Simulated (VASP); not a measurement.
Write the native input for VASP 6.6.1 that does the following.

```
Task                   : single point
Functional             : PBE
Potentials or basis    : VASP PAW PBE potentials, release 64 (Ni, O)
Cutoff                 : 520 eV
k mesh                 : 14 × 14 × 14
Occupations            : fermi-dirac, width 0.1 eV
Spin                   : collinear spin, ferromagnetic start
Starting moments       : [1.19, 0.19] μB
Fixed moment           : 1.3 μB
Dipole correction      : no
Further INCAR settings : ALGO = Normal; EDIFF = 1e-07; NBANDS = 19
```

The structure of NiO lies in POSCAR:

```
NiO
1.0
    0.0000000000      2.0859000000      2.0859000000
    2.0859000000      0.0000000000      2.0859000000
    2.0859000000      2.0859000000      0.0000000000
Ni O
1 1
Direct
    0.0000000000      0.0000000000      0.0000000000
    0.5000000000      0.5000000000      0.5000000000
```

One way to write it, as run:

INCAR

```
  PREC = Accurate
  ENCUT = 520
  EDIFF = 1E-7
  ISMEAR = -1
  SIGMA = 0.1
  LREAL = False
  LASPH = True
  NELM = 150
  ALGO = Normal
  ISIF = 2
  LWAVE = False
  LCHARG = True
  ISPIN = 2
  MAGMOM = 1.19 0.19
  LORBIT = 11
  NUPDOWN = 1.3
  LMAXMIX = 4
  GGA = PE
  LELF = True
  LVHAR = True
  NBANDS = 19
```

KPOINTS

```
regular mesh
0
Gamma
  14 14 14
```

Potentials or basis: VASP PAW PBE potentials, release 64 (Ni, O).

Command:

```sh
$ cat potpaw_PBE.64/Ni/POTCAR potpaw_PBE.64/O/POTCAR > POTCAR
$ mpirun -np 1 vasp_std > vasp.out
```

It gave:

| Property | Result |
| --- | --- |
| Pressure | 2.5 GPa |
| Net moment | 1.30 μB per cell |
| Site moments | Ni +1.10; O +0.17 μB |
| Valence electrons inside the program's atomic spheres | Ni 9.02; O 4.96 |

Caveat: the total moment is fixed, so each spin has its own Fermi level; a cell with one magnetic atom can't hold antiferromagnetic order, which such compounds often take.

Run time: 2 min on 1 thread of Intel Xeon 8259CL, with other jobs on the host, peak memory 0.19 GiB.
